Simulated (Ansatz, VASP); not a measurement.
## Two plane-wave programs on C

```
CELL_PARAMETERS angstrom
3.81921 0.00000 0.00000
-1.90961 3.30753 0.00000
0.00000 0.00000 3.82078
ATOMIC_POSITIONS crystal
C 0.00015 0.00000 0.33333
C 0.00000 0.00015 0.66667
C 0.99985 0.99985 0.00000
```

Alike in both runs: functional r2SCAN; k mesh 6 × 6 × 6; occupations gaussian, width 0.1 eV; no spin polarisation.

Ansatz relaxed the structure, and its values are those at the end. VASP's run is a single point on that final structure, the one shown.

|  | VASP | Ansatz |
| --- | --- | --- |
| version | VASP 6.6.1 | Ansatz 0.2.0 |
| potentials or method | VASP PAW PBE potentials, release 64 (C), cutoff 520 eV | scalar-relativistic, plane waves, PAW |
| valence electrons in the cell | 12 | 12 |

```csv
,VASP,Ansatz,Ansatz less VASP
pressure (GPa),0.0,0.0,+0.03
rms of the force components (eV/Å),0.003,0.003,0.0000
```

VASP's potentials were made for PBE, not for r2SCAN. With one functional, cell and mesh, what is left measures potentials, basis and numerics.
